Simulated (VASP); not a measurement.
# CuO in VASP: a series of runs

CuO is run at these levels: PBEsol; tasks: single point.

All numbers are computed with VASP 6.6.1; they aren't measurements. Logs are shortened: lines on timing, memory, paths and dates and some standing lists are left out, and cuts for length are marked.

**1. The cell of the first run**

The structure is monoclinic, space group Cc (No. 9). Conventional cell: a = 4.689 Å, b = 3.427 Å, c = 5.132 Å, α = 90.00°, β = 99.65°, γ = 90.00°. Within 2.5 Å of Cu (site symmetry 1) lie 4 O at 1.91 to 2.02 Å. O (site symmetry 1) has 4 Cu at 1.91 to 2.02 Å within 2.5 Å.

**2. Single point, PBEsol**

Input file INCAR:

```
SYSTEM = CuO
  ALGO = Normal
  EDIFF = 1E-7
  ENCUT = 520
  GGA = PS
  ISIF = 2
  ISMEAR = 0
  LASPH = .True.
  LCHARG = .False.
  LREAL = .False.
  LWAVE = .False.
  NBANDS = 25
  NELM = 80
  PREC = Accurate
  SIGMA = 0.1
```

Input file KPOINTS:

```
k-points
0
Gamma
  8 8 4
  0 0 0
```

Input file POSCAR:

```
CuO
1.0
    2.3446500000     -1.7134000000      0.0000000000
    2.3446500000      1.7134000000      0.0000000000
   -0.8605500000      0.0000000000      5.0594400000
Cu O
2 2
Direct
    0.0032000000      0.4968000000      0.0000000000
    0.4968000000      0.0032000000      0.5000000000
    0.5714000000      0.4056000000      0.2537000000
    0.4056000000      0.5714000000      0.7537000000
```

Potentials or basis: VASP PAW PBE potentials, release 64 (Cu, O).

Started as:

```
$ cat potpaw_PBE.64/Cu/POTCAR potpaw_PBE.64/O/POTCAR > POTCAR
$ mpirun -np 1 vasp_std > vasp.out
```

OUTCAR:

```text
SYSTEM = CuO
   EDIFF = 1E-7
   ENCUT = 520
   GGA = PS
   ISIF = 2
   ISMEAR = 0
   LASPH = .True.
   LREAL = .False.
   NELM = 80
   PREC = Accurate

 ion  position               nearest neighbor table
   1  0.003  0.497  0.000-   4 1.91   3 1.93   4 1.98   3 2.02
   2  0.497  0.003  0.500-   3 1.91   4 1.93   3 1.98   4 2.02
   3  0.571  0.406  0.254-   2 1.91   1 1.93   2 1.98   1 2.02
   4  0.406  0.571  0.754-   1 1.91   2 1.93   1 1.98   2 2.02

  LATTYP: Found a base centered monoclinic cell.
 ALAT       =     4.6893000000
 B/A-ratio  =     0.7307700510
 C/A-ratio  =     1.0944283424
 COS(beta)  =    -0.1676798048

  Lattice vectors:

 A1 = (   2.3446500000,  -1.7134000000,   0.0000000000)
 A2 = (   2.3446500000,   1.7134000000,   0.0000000000)
 A3 = (  -0.8605500000,   0.0000000000,   5.0594400000)

Analysis of symmetry for initial positions (statically):
=====================================================================
 Subroutine PRICEL returns:
 Original cell was already a primitive cell.

 Routine SETGRP: Setting up the symmetry group for a
 base centered monoclinic supercell.

 Subroutine GETGRP returns: Found  2 space group operations
 (whereof  1 operations were pure point group operations)
 out of a pool of  4 trial point group operations.

The static configuration has the point symmetry C_1 .
 The point group associated with its full space group is C_1h.

Analysis of symmetry for dynamics (positions and initial velocities):
=====================================================================
 Subroutine PRICEL returns:
 Original cell was already a primitive cell.

 Routine SETGRP: Setting up the symmetry group for a
 base centered monoclinic supercell.

 Subroutine GETGRP returns: Found  2 space group operations
 (whereof  1 operations were pure point group operations)
 out of a pool of  4 trial point group operations.

The dynamic configuration has the point symmetry C_1 .
 The point group associated with its full space group is C_1h.

 Subroutine INISYM returns: Found  2 space group operations
 (whereof  1 operations are pure point group operations),
 and found     1 'primitive' translations

----------------------------------------------------------------------------------------

                                     Primitive cell

  volume of cell :      40.6508

  direct lattice vectors                    reciprocal lattice vectors
     2.344650000 -1.713400000  0.000000000     0.213251445 -0.291817439  0.036271510
     2.344650000  1.713400000  0.000000000     0.213251445  0.291817439  0.036271510
    -0.860550000  0.000000000  5.059440000     0.000000000  0.000000000  0.197650333

  length of vectors
     2.903984019  2.903984019  5.132102826     0.363248151  0.363248151  0.197650333

  position of ions in fractional coordinates (direct lattice)
     0.003200000  0.496800000  0.000000000
     0.496800000  0.003200000  0.500000000
     0.571400000  0.405600000  0.253700000
     0.405600000  0.571400000  0.753700000

  ion indices of the primitive-cell ions
   primitive index   ion index
                 1           1
                 2           2
                 3           3
                 4           4

----------------------------------------------------------------------------------------

 KPOINTS: k-points

Automatic generation of k-mesh.
 Grid dimensions read from file:
 generate k-points for:    8    8    4

 Generating k-lattice:

  Cartesian coordinates                     Fractional coordinates (reciprocal lattice)
     0.026656431 -0.036477180  0.004533939     0.125000000 -0.000000000  0.000000000
     0.026656431  0.036477180  0.004533939    -0.000000000  0.125000000  0.000000000
     0.000000000  0.000000000  0.049412583     0.000000000  0.000000000  0.250000000

  Length of vectors
     0.045406019  0.045406019  0.049412583

  Shift w.r.t. Gamma in fractional coordinates (k-lattice)
     0.000000000  0.000000000  0.000000000

 Subroutine IBZKPT returns following result:
 ===========================================

 Found     78 irreducible k-points:

 Following reciprocal coordinates:
            Coordinates               Weight
  0.000000  0.000000  0.000000      1.000000
  0.125000  0.000000  0.000000      4.000000
  0.250000  0.000000  0.000000      4.000000
  0.375000  0.000000 -0.000000      4.000000
  0.500000  0.000000  0.000000      2.000000
  0.125000  0.125000  0.000000      2.000000
[... 16 lines left out ...]
  0.125000  0.000000  0.250000      4.000000
  0.250000  0.000000  0.250000      4.000000
 [... further k-points ...]
   k-points           NKPTS =     78   k-points in BZ     NKDIM =     78   number of bands    NBANDS=     25
   number of dos      NEDOS =    301   number of ions     NIONS =      4
   total plane-waves  NPLWV =  23040
   dimension x,y,z NGX =    24 NGY =   24 NGZ =   40
   dimension x,y,z NGXF=    48 NGYF=   48 NGZF=   80
   ions per type =               2   2
   NGX,Y,Z   is equivalent  to a cutoff of  13.74, 13.74, 12.96 a.u.
   NGXF,Y,Z  is equivalent  to a cutoff of  27.48, 27.48, 25.91 a.u.
 SYSTEM =  CuO
   PREC   = accura    normal or accurate (medium, high low for compatibility)
   ISTART =      0    job   : 0-new  1-cont  2-samecut
   ICHARG =      2    charge: 1-file 2-atom 10-const
   ISPIN  =      1    spin polarized calculation?
   LNONCOLLINEAR =      F non collinear calculations
   LSORBIT =      F    spin-orbit coupling
   LASPH  =      T    aspherical Exc in radial PAW
   ENCUT  =  520.0 eV  38.22 Ry    6.18 a.u.   5.40  5.40  9.54*2*pi/ulx,y,z
   NELM   =     80;   NELMIN=  2; NELMDL= -5     # of ELM steps
   EDIFF  = 0.1E-06   stopping-criterion for ELM
   LREAL  =      F    real-space projection
   EDIFFG = 0.1E-05   stopping-criterion for IOM
   NSW    =      0    number of steps for IOM
   IBRION =     -1    ionic relax: 0-MD 1-quasi-New 2-CG
   NFREE  =      0    steps in history (QN), initial steepest desc. (CG)
   ISIF   =      2    stress and relaxation
   ISYM   =      2    0-nonsym 1-usesym 2-fastsym
   POTIM  = 0.5000    time-step for ionic-motion
   TEBEG  =    0.0;   TEEND  =   0.0 temperature during run
   PSTRESS=    0.0 pullay stress
   NELECT =      34.0000    total number of electrons
   NUPDOWN=      -1.0000    fix difference up-down
   EMIN   =  10.00;   EMAX   =-10.00  energy-range for DOS
   EFERMI =   0.00;   METHOD = LEGACY
   ISMEAR =     0;   SIGMA  =   0.10  broadening in eV -4-tet -1-fermi 0-gaus
   EFERMI_NEDOS =   21; number of points for ismear=-14 and -15
   IALGO  =     38    algorithm
   IMIX   =      4    mixing-type and parameters
     AMIX     =   0.40;   BMIX     =  1.00
     AMIX_MAG =   1.60;   BMIX_MAG =  1.00
  volume/ion in A,a.u.               =      10.16        68.58
  Fermi-wavevector in a.u.,A,eV,Ry     =   1.542451  2.914810 32.370373  2.379155
  Thomas-Fermi vector in A             =   2.648254
   LORBIT       =      0    0 simple, 1 ext, 2 COOP (PROOUT), +10 PAW based schemes
   GGA     = PS    functional components
   LHFCALC =     F    Hartree Fock is set to
   AEXX    =    0.0000 exact exchange contribution
   IVDW    =     0    specifies the selected vdW correction
   LEPSILON=     F    determine dielectric tensor
   LRPA    =     F    only Hartree local field effects (RPA)
 non-spin polarized calculation
 Gauss-broadening in eV      SIGMA  =   0.10
  energy-cutoff  :      520.00
  volume of cell :       40.65
 maximum number of plane-waves:      1129
 NGX is ok and might be reduce to    24
   NGX = 11   NGY = 11   NGZ = 19

 number of electron      33.9999999 magnetization

 Free energy of the ion-electron system (eV)
  ---------------------------------------------------
  ext. energy  EPLUGINS =         0.00000000
  ---------------------------------------------------
  free energy    TOTEN  =       -21.30340489 eV

  energy without entropy =      -21.29248394  energy(sigma->0) =      -21.29794442

 E-fermi :   5.5137     XC(G=0): -12.1682

 val. band max:        5.5067984734   @ k =   0.2500   0.2500   0.5000
 cond. band min:       5.5216696869   @ k =   0.3750   0.2500   0.5000
 fundamental gap:      0.0148712135
 Fermi energy:         5.5136539933

 k-point     1 :       0.0000    0.0000    0.0000
  band No.  band energies     occupation
      1     -14.3302      2.00000
      2     -12.9844      2.00000
      3      -2.6727      2.00000
      4      -0.0463      2.00000
      5       0.3196      2.00000
      6       2.1264      2.00000
[... 17 lines left out ...]
     24      21.7235      0.00000
     25      22.1124      0.00000

 k-point     2 :       0.1250    0.0000    0.0000
  band No.  band energies     occupation
      1     -14.2244      2.00000
      2     -12.9504      2.00000
      3      -2.5024      2.00000
      4      -0.0770      2.00000
      5       0.2789      2.00000
      6       1.1238      2.00000
[... 17 lines left out ...]
     24      21.0705      0.00000
     25      22.1780      0.00000

 k-point     3 :       0.2500    0.0000    0.0000
  band No.  band energies     occupation
      1     -13.9548      2.00000
      2     -12.8673      2.00000
      3      -2.0788      2.00000
      4      -0.3087      2.00000
      5      -0.1642      2.00000
      6       0.2991      2.00000
[... 17 lines left out ...]
     24      19.8560      0.00000
     25      21.6355      0.00000

 k-point     4 :       0.3750    0.0000   -0.0000
  band No.  band energies     occupation
      1     -13.6603      2.00000
      2     -12.7832      2.00000
      3      -1.6621      2.00000
      4      -1.3387      2.00000
      5      -0.2430      2.00000
      6       0.2931      2.00000
[... 17 lines left out ...]
     24      18.5800      0.00000
     25      21.1687      0.00000
[... 477 lines left out ...]
 k-point    22 :       0.0000    0.0000    0.2500
  band No.  band energies     occupation
      1     -14.1626      2.00000
      2     -13.2189      2.00000
      3      -2.0909      2.00000
      4       0.0828      2.00000
      5       0.3365      2.00000
      6       1.2452      2.00000
[... 17 lines left out ...]
     24      20.4311      0.00000
     25      22.2934      0.00000

 k-point    23 :       0.1250    0.0000    0.2500
  band No.  band energies     occupation
      1     -14.0476      2.00000
      2     -13.1909      2.00000
      3      -1.9493      2.00000
      4      -0.0195      2.00000
      5       0.2839      2.00000
      6       0.8351      2.00000
[... 17 lines left out ...]
     24      19.9544      0.00000
     25      21.6184      0.00000

 k-point    24 :       0.2500    0.0000    0.2500
  band No.  band energies     occupation
      1     -13.7943      2.00000
      2     -13.0737      2.00000
      3      -1.7404      2.00000
      4      -0.4650      2.00000
      5      -0.0304      2.00000
      6       0.2172      2.00000
[... 17 lines left out ...]
     24      20.1063      0.00000
     25      20.6883      0.00000

 [... further k-points ...]

------------------------ aborting loop because EDIFF is reached ----------------------------------------

  FORCE on cell =-STRESS in cart. coord.  units (eV):
  Direction    XX          YY          ZZ          XY          YZ          ZX
  --------------------------------------------------------------------------------------
  -------------------------------------------------------------------------------------
  Total       -0.6006039     -0.0423636     -0.9124977      0.0000000      0.0000000     -0.2794318
  in kB      -23.6717027     -1.6696855    -35.9644262      0.0000000      0.0000000    -11.0132935
  external PRESSURE =     -20.4352715 kB  Pullay stress =       0.0000000 kB

 VOLUME and BASIS-vectors are now :
 -----------------------------------------------------------------------------
  energy-cutoff  :      520.00
  volume of cell :       40.65
      direct lattice vectors                 reciprocal lattice vectors
     2.344650000 -1.713400000  0.000000000     0.213251445 -0.291817439  0.036271510
     2.344650000  1.713400000  0.000000000     0.213251445  0.291817439  0.036271510
    -0.860550000  0.000000000  5.059440000     0.000000000  0.000000000  0.197650333

 POSITION                                       TOTAL-FORCE (eV/Angst)
 -----------------------------------------------------------------------------------
      1.17233      0.84573      0.00000        -0.614082      0.336745      0.236998
      0.74205     -0.84573      2.52972        -0.614082     -0.336745      0.236998
      2.07240     -0.28408      1.28358         0.614082      0.382094     -0.236998
      1.64213      0.28408      3.81330         0.614082     -0.382094     -0.236998
 -----------------------------------------------------------------------------------
    total drift:                               -0.000079      0.000000     -0.000560

  FREE ENERGIE OF THE ION-ELECTRON SYSTEM (eV)
  ---------------------------------------------------
  free  energy   TOTEN  =       -21.3034048910 eV

  energy  without entropy=      -21.2924839413  energy(sigma->0) =      -21.29794442
```

It took 2.3 min on 1 thread of Intel Xeon 8259CL, shared host; peak memory 0.2 GiB.

Results:

- Free energy: -21.3034 eV
- Pressure: -2.0 GPa
- Largest force: 0.761 eV/Å
- Band gap on the k mesh: zero (bands 17 and 18 overlap by 0.69 eV)

Forces on the atoms (eV/Å):
```
Cu  -0.614  0.337  0.237
Cu  -0.614 -0.337  0.237
O    0.614  0.382 -0.237
O    0.614 -0.382 -0.237
```

Stress tensor (GPa, compression positive):
```
-2.37  0.00 -1.10
 0.00 -0.17  0.00
-1.10  0.00 -3.60
```

Levels at points of the mesh, in eV from the Fermi level:
```
           k point  band 15  band 16  band 17  band 18  band 19  band 20
(0.00, 0.00, 0.00)    -2.12    -1.63     0.22     0.92     1.65     5.91
(0.50, 0.00, 0.00)    -1.47    -1.38    -0.04     0.28     4.80     6.21
(0.50, 0.50, 0.00)    -1.69    -1.20    -0.64     1.07     3.26     6.95
(0.00, 0.00, 0.50)    -1.45    -1.45     0.24     0.24     3.86     3.86
(0.50, 0.00, 0.50)    -1.72    -1.58    -0.09     0.74     5.04     6.47
(0.50, 0.50, 0.50)    -1.28    -1.28    -0.43    -0.43     5.13     5.13
```

Caveat: the PAW data sets were made with another functional, which shifts forces and pressure a little; semilocal functionals often make such compounds metallic where correlation or magnetic order opens a gap, which also shifts bond lengths.

**3. Single point, PBEsol**

Input file INCAR:

```
SYSTEM = CuO
  PREC = Accurate
  ENCUT = 520
  EDIFF = 1E-6
  ISMEAR = 0
  SIGMA = 0.2
  LREAL = .FALSE.
  LASPH = .TRUE.
  NELM = 100
  ALGO = Normal
  ISIF = 2
  LWAVE = .FALSE.
  LCHARG = .FALSE.
  GGA = PS
  NBANDS = 25
```

Input file KPOINTS:

```
regular mesh
0
G
  8 8 4
  0 0 0
```

POSCAR is that of step 2.

Potentials or basis: VASP PAW PBE potentials, release 64 (Cu, O).

Started as:

```
$ cat potpaw_PBE.64/Cu/POTCAR potpaw_PBE.64/O/POTCAR > POTCAR
$ mpirun -np 1 vasp_std > vasp.out
```

It took 2.3 min on 1 thread of Intel Xeon 8259CL, shared host; peak memory 0.2 GiB.

Results (log left out):

```yaml
Free_energy: -21.3192 eV
Pressure: -2.0 GPa
Largest_force: 0.763 eV/Å
Band_gap_on_the_k_mesh: zero (bands 17 and 18 overlap by 0.69 eV)
```

Forces on the atoms (eV/Å):
```
Cu  -0.618  0.334  0.238
Cu  -0.618 -0.334  0.238
O    0.618  0.379 -0.238
O    0.618 -0.379 -0.238
```

Stress tensor (GPa, compression positive):
```
-2.34  0.00 -1.05
 0.00 -0.13  0.00
-1.05  0.00 -3.46
```

Levels at points of the mesh, in eV from the Fermi level:
```tsv
k point	band 14	band 15	band 16	band 17	band 18	band 19	band 20	band 21
(0.00, 0.00, 0.00)	-2.21	-2.13	-1.64	0.22	0.91	1.65	5.91	8.09
(0.50, 0.00, 0.00)	-1.58	-1.48	-1.39	-0.05	0.28	4.79	6.21	6.89
(0.50, 0.50, 0.00)	-2.12	-1.69	-1.21	-0.64	1.06	3.26	6.95	8.47
(0.00, 0.00, 0.50)	-2.22	-1.46	-1.46	0.24	0.24	3.86	3.86	11.56
(0.50, 0.00, 0.50)	-2.14	-1.73	-1.59	-0.10	0.73	5.04	6.46	7.97
(0.50, 0.50, 0.50)	-1.65	-1.29	-1.29	-0.43	-0.43	5.13	5.13	8.92
```

Caveat: the PAW data sets were made with another functional, which shifts forces and pressure a little; semilocal functionals often make such compounds metallic where correlation or magnetic order opens a gap, which also shifts bond lengths. With open d or f shells a metallic result of PBEsol can be an artefact of self-interaction; +U or a hybrid may open a gap.

**4. Single point, PBEsol**

Input file INCAR:

```
SYSTEM = CuO
  ALGO = Normal
  EDIFF = 1E-7
  ENCUT = 520
  GGA = PS
  ISIF = 2
  ISMEAR = 0
  LASPH = .True.
  LCHARG = .True.
  LELF = .True.
  LREAL = .False.
  LVHAR = .True.
  LWAVE = .False.
  NBANDS = 25
  NELM = 60
  PREC = Accurate
  SIGMA = 0.4
```

Input file KPOINTS:

```
k-points
0
Gamma
  8 8 4
  0 0 0
```

POSCAR is that of step 3.

Started as:

```
$ cat potpaw_PBE.64/Cu/POTCAR potpaw_PBE.64/O/POTCAR > POTCAR
$ mpirun -np 1 vasp_std > vasp.out
```

Run time: 2.2 min. Hardware: 1 thread of Intel Xeon 8259CL, shared host; peak memory 0.21 GiB.

Results (log left out):

| Quantity | Value |
| --- | --- |
| Free energy | -21.3843 eV |
| Pressure | -1.8 GPa |
| Largest force | 0.762 eV/Å |
| Band gap on the k mesh | zero (bands 17 and 18 overlap by 0.69 eV) |

Forces on the atoms (eV/Å):
```
Cu  -0.627  0.326  0.241
Cu  -0.627 -0.326  0.241
O    0.627  0.359 -0.241
O    0.627 -0.359 -0.241
```

Stress tensor (GPa, compression positive):
```
-2.32  0.00 -0.86
 0.00 -0.01  0.00
-0.86  0.00 -3.14
```

Levels at points of the mesh, in eV from the Fermi level:
```
           k point  band 14  band 15  band 16  band 17  band 18  band 19  band 20  band 21
(0.00, 0.00, 0.00)    -2.21    -2.13    -1.63     0.23     0.93     1.66     5.92     8.10
(0.50, 0.00, 0.00)    -1.58    -1.47    -1.39    -0.04     0.29     4.80     6.22     6.91
(0.50, 0.50, 0.00)    -2.12    -1.69    -1.21    -0.63     1.07     3.27     6.96     8.48
(0.00, 0.00, 0.50)    -2.22    -1.45    -1.45     0.25     0.25     3.87     3.87    11.57
(0.50, 0.00, 0.50)    -2.14    -1.73    -1.59    -0.09     0.75     5.05     6.47     7.98
(0.50, 0.50, 0.50)    -1.64    -1.29    -1.29    -0.43    -0.43     5.13     5.13     8.93
```

Caveat: so wide a smearing shifts energies and pressures; the PAW data sets were made with another functional, which shifts forces and pressure a little; semilocal functionals often make such compounds metallic where correlation or magnetic order opens a gap, which also shifts bond lengths.

(Continued in part 2 of 2.)
